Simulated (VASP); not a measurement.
Runs of VASP 6.6.1 on MgI2. The structure is that of space group P-3m1 (No. 164), or close to it. The cells are those of the table. 

| cell | gap on the mesh (eV) | pressure (GPa) | largest force (eV/Å) |
| --- | --- | --- | --- |
| a = 4.181, b = 4.181, c = 6.907 Å, angles 90.0, 90.0, 120.0°, 3 atoms | 3.45 | -0.8 | 0.13 |
| a = 4.235, b = 4.235, c = 6.997 Å, angles 90.0, 90.0, 120.0°, 3 atoms | 3.35 | -1.7 | 0.30 |
| a = 4.140, b = 4.140, c = 6.839 Å, angles 90.0, 90.0, 120.0°, 3 atoms | (b) | 0.1 | 0.01 |
| a = 4.154, b = 4.154, c = 6.793 Å, angles 90.0, 90.0, 120.0°, 3 atoms | (a) | 0.1 | 0.04 |
| a = 4.154, b = 4.154, c = 6.931 Å, angles 90.0, 90.0, 120.0°, 3 atoms | 3.51 | -0.5 | 0.11 |

Alike in all rows: task electric field gradients; level PBEsol; potentials or basis VASP PAW PBE potentials, release 64 (Mg, I); no spin polarisation; k mesh 7 × 7 × 4; cutoff (eV) 520; smearing fermi-dirac 0.03 eV.

Question: Fill in the values left out.

Answer: (a) 3.41; (b) 3.47.

Caveats: the PAW data sets were made with another functional, which shifts forces and pressure a little; spin-orbit coupling is left out, which moves the levels of the heavy elements; an odd mesh through Γ misses points on the zone boundary, where band edges can lie; this functional lacks dispersion, which binds the layers, so the pressure and a relaxed spacing across them are unreliable.

A k mesh can miss the band edges, and the runs leave out spin-orbit coupling on I.
